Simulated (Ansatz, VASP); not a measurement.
## One calculation of CaS, two programs

Contents of POSCAR:

```
CaS
1.0
    0.0000000000      2.8430011916      2.8430011916
    2.8430011916      0.0000000000      2.8430011916
    2.8430011916      2.8430011916      0.0000000000
Ca S
1 1
Direct
    0.5000000000      0.5000000000      0.5000000000
    0.0000000000      0.0000000000      0.0000000000
```

File INCAR.step1:

```
  ALGO = Normal
  EDIFF = 1E-5
  ENCUT = 400
  GGA = PE
  GGA_COMPAT = F
  ISIF = 2
  ISMEAR = 0
  LASPH = T
  LCHARG = F
  LREAL = F
  LWAVE = T
  NBANDS = 15
  NELM = 120
  PREC = Accurate
  SIGMA = 0.05
```

File INCAR.step2:

```
  AEXX = 0.5
  ALGO = Normal
  EDIFF = 1E-6
  ENCUT = 400
  GGA = PE
  GGA_COMPAT = F
  HFSCREEN = 0.20787
  ISIF = 2
  ISMEAR = 0
  ISTART = 1
  LASPH = T
  LCHARG = F
  LHFCALC = T
  LREAL = F
  LWAVE = F
  NBANDS = 15
  NELM = 120
  PREC = Accurate
  PRECFOCK = Normal
  SIGMA = 0.05
```

KPOINTS

```
k-points
0
Gamma
  4 4 4
```

Input for Ansatz:

```yaml
crystal:
  lattice:
    - [0.0, 2.8430011916, 2.8430011916]
    - [2.8430011916, 0.0, 2.8430011916]
    - [2.8430011916, 2.8430011916, 0.0]
  atoms:
    - { symbol: Ca, position: [0.5, 0.5, 0.5] }
    - { symbol: S, position: [0.0, 0.0, 0.0] }
basis:
  ecutwfc: 420
  ecutrho_ratio: 4
kpoints:
  mp_grid: { grid: [4, 4, 4] }
hamiltonian:
  xc: { preset: hse06, exx: { coeff: 0.5, omega: 0.20787 } }
scf:
  occupations: { method: gaussian, width: 0.05 }
  n_extra_bands: 9
output:
  forces: true
  stress: true
  eigenvalues: true
  populations: true
  dos: { projected: true, de: 0.02 }
```

Alike in both runs: task single point; functional PBE-based screened hybrid with a share of 0.5 of exact exchange and HFSCREEN = 0.20787; k mesh 4 × 4 × 4; occupations gaussian, width 0.05 eV; no spin polarisation.

```csv
,VASP,Ansatz
version,VASP 6.6.1,Ansatz 0.2.0
potentials or method,"VASP PAW PBE potentials, release 64 (Ca_sv, S), cutoff 400 eV","scalar-relativistic, plane waves, PAW"
valence electrons in the cell,16,16
```

VASP gave:

```
gap on the k mesh at the Fermi level (eV) : 4.49
least direct gap on the mesh (eV)         : 5.48
pressure (GPa)                            : 0.2
```

Q: What did Ansatz give for the same quantities?

A: gap on the k mesh at the Fermi level (eV): 4.49; least direct gap on the mesh (eV): 5.50; pressure (GPa): 0.0.

VASP's potentials were made for PBE, not for PBE-based screened hybrid. Ansatz's warnings: stress exchange threshold loose, stress scf threshold loose.

The k mesh is coarse, so the values compare programs but aren't converged.
